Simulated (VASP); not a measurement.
A run of VASP 6.6.1:

File INCAR:

```
PREC     = Accurate       # precision mode
ENCUT    = 520            # plane-wave cutoff, eV
EDIFF    = 1E-6           # SCF threshold, eV
ISMEAR   = 0              # smearing method
SIGMA    = 0.1            # smearing width, eV
LREAL    = F              # projectors in reciprocal space
LASPH    = T              # aspherical terms in the spheres
NELM     = 100            # most SCF steps
ALGO     = Normal         # electronic algorithm
ISIF     = 2              # what is computed and relaxed
LWAVE    = F              # write WAVECAR
LCHARG   = F              # write CHGCAR
GGA      = PE             # functional
NBANDS   = 20             # bands
```

KPOINTS

```
regular mesh
0
Gamma
  6 6 6
```

The input POSCAR:

```
LiC2
1.0
   -1.9083024834      1.9083024834      2.6986670289
    1.9083024834     -1.9083024834      2.6986670289
    1.9083024834      1.9083024834     -2.6986670289
Li C
2 4
Direct
    0.0000000000      0.0000000000      0.0000000000
    0.7500000000      0.2500000000      0.5000000000
    0.3750000000      0.6250013239      0.7500013239
    0.3749986761      0.1250000000     -0.2500013239
    0.8750000000      0.6249986761      0.2499986761
    0.3750013239      0.6250000000      1.2500013239
```

Potentials or basis: VASP PAW PBE potentials, release 64 (Li_sv, C).

Launch:

```sh
$ cat potpaw_PBE.64/Li_sv/POTCAR potpaw_PBE.64/C/POTCAR > POTCAR
$ mpirun -np 1 vasp_std > vasp.out
```

Hardware: 1 thread of Intel Xeon 8259CL, on a shared host.

Q: How long does it take, and how much memory?

A: Run time: 24 s on 1 thread of Intel Xeon 8259CL (shared host), peak memory 0.16 GiB. Counts: scf iterations 11, k points 30.
